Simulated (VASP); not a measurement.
Wanted: the native input for a VASP 6.6.1 run.

```
Task                   : single point
Functional             : PBE
Potentials or basis    : VASP PAW PBE potentials, release 64 (Fe, O)
Cutoff                 : 600 eV
k mesh                 : 4 × 4 × 4
Occupations            : fermi-dirac, width 0.05 eV
Spin                   : collinear spin, ferromagnetic start
Starting moments       : [4.0, 0.0] μB
Dipole correction      : no
Further INCAR settings : ALGO = Normal; EDIFF = 1e-06; NBANDS = 18
```

The structure of FeO lies in POSCAR:

```
FeO
1.0
    0.0000000000      2.1650000000      2.1650000000
    2.1650000000      0.0000000000      2.1650000000
    2.1650000000      2.1650000000      0.0000000000
Fe O
1 1
Direct
    0.0000000000      0.0000000000      0.0000000000
    0.5000000000      0.5000000000      0.5000000000
```

The input as run:

INCAR

```
PREC = Accurate
ENCUT = 600
EDIFF = 1E-6
ISMEAR = -1
SIGMA = 0.05
LREAL = False
LASPH = True
NELM = 200
ALGO = Normal
ISIF = 2
LWAVE = False
LCHARG = False
ISPIN = 2
MAGMOM = 4 0
LORBIT = 11
LMAXMIX = 4
GGA = PE
NBANDS = 18
GGA_COMPAT = False
```

KPOINTS

```
regular mesh
0
Gamma
  4 4 4
```

Potentials or basis: VASP PAW PBE potentials, release 64 (Fe, O).

The run is started by

```bash
$ cat potpaw_PBE.64/Fe/POTCAR potpaw_PBE.64/O/POTCAR > POTCAR
$ mpirun -np 1 vasp_std > vasp.out
```

Results of the run:

| Item | Value |
| --- | --- |
| Pressure | -2.6 GPa |
| Band gap on the k mesh | zero (filled and empty bands overlap) |
| Net moment | 4.01 μB per cell |
| Site moments | Fe +3.62; O +0.31 μB |
| Valence electrons inside the program's atomic spheres | Fe 6.71; O 4.98 |

Caveat: the k points lie up to 0.63 Å⁻¹ apart; a cell with one magnetic atom can't hold antiferromagnetic order, which such compounds often take; semilocal functionals often make such compounds metallic where correlation or magnetic order opens a gap, which also shifts bond lengths.

It took 7.8 s on 1 thread of Intel(R) Xeon(R) 6975P-C (Granite Rapids), with other jobs on the host, peak memory 0.14 GiB.
